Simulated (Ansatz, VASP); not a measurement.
Two plane-wave programs on BaS

POSCAR

```
BaS
1.0
    0.0000000000      3.1462306214      3.1462306214
    3.1462306214      0.0000000000      3.1462306214
    3.1462306214      3.1462306214      0.0000000000
Ba S
1 1
Direct
    0.0000000000      0.0000000000      0.0000000000
    0.5000000000      0.5000000000      0.5000000000
```

File INCAR.step1:

```
SYSTEM = BaS
  PREC = Accurate
  ENCUT = 550
  ISMEAR = 0
  SIGMA = 0.01
  LREAL = .False.
  LASPH = .True.
  NELM = 120
  NBANDS = 15
  GGA = PE
  ALGO = Normal
  EDIFF = 1E-5
  LWAVE = .True.
  LCHARG = .False.
  GGA_COMPAT = .False.
```

The input INCAR.step2:

```
SYSTEM = BaS
  PREC = Accurate
  ENCUT = 550
  EDIFF = 1E-6
  ISMEAR = 0
  SIGMA = 0.01
  LREAL = .False.
  LASPH = .True.
  NELM = 120
  ALGO = Normal
  ISIF = 2
  LWAVE = .False.
  LCHARG = .False.
  METAGGA = R2SCAN
  LMIXTAU = .True.
  NBANDS = 15
  ISTART = 1
  GGA_COMPAT = .False.
```

Contents of KPOINTS:

```
regular mesh
0
Gamma
  6 6 6
  0 0 0
```

Input for Ansatz:

```yaml
crystal:
  lattice:
    - [0.0, 3.1462306214, 3.1462306214]
    - [3.1462306214, 0.0, 3.1462306214]
    - [3.1462306214, 3.1462306214, 0.0]
  atoms:
    - { symbol: Ba, position: [0.0, 0.0, 0.0] }
    - { symbol: S, position: [0.5, 0.5, 0.5] }
kpoints:
  mp_grid: { grid: [6, 6, 6] }
hamiltonian:
  xc: r2scan
scf:
  occupations: { method: fixed }
  n_extra_bands: 4
output:
  forces: true
  stress: true
  eigenvalues: true
```

Alike in both runs: task single point; functional r2SCAN; k mesh 6 × 6 × 6; no spin polarisation.

```csv
,VASP,Ansatz
version,VASP 6.6.1,Ansatz 0.2.0
potentials or method,"VASP PAW PBE potentials, release 64 (Ba_sv, S)","plane waves, PAW"
plane-wave cutoff (eV),550,500
occupations,"gaussian, width 0.01 eV",fixed
valence electrons in the cell,16,16
```

VASP gave:

| Quantity | Value |
| --- | --- |
| gap on the k mesh at the Fermi level (eV) | 2.38 |
| pressure (GPa) | 3.9 |

Task: Which values does Ansatz return?

Result: gap on the k mesh at the Fermi level (eV): 2.48; pressure (GPa): 3.2.

VASP's potentials were made for PBE, not for r2SCAN.

Neither program's run includes spin-orbit coupling.
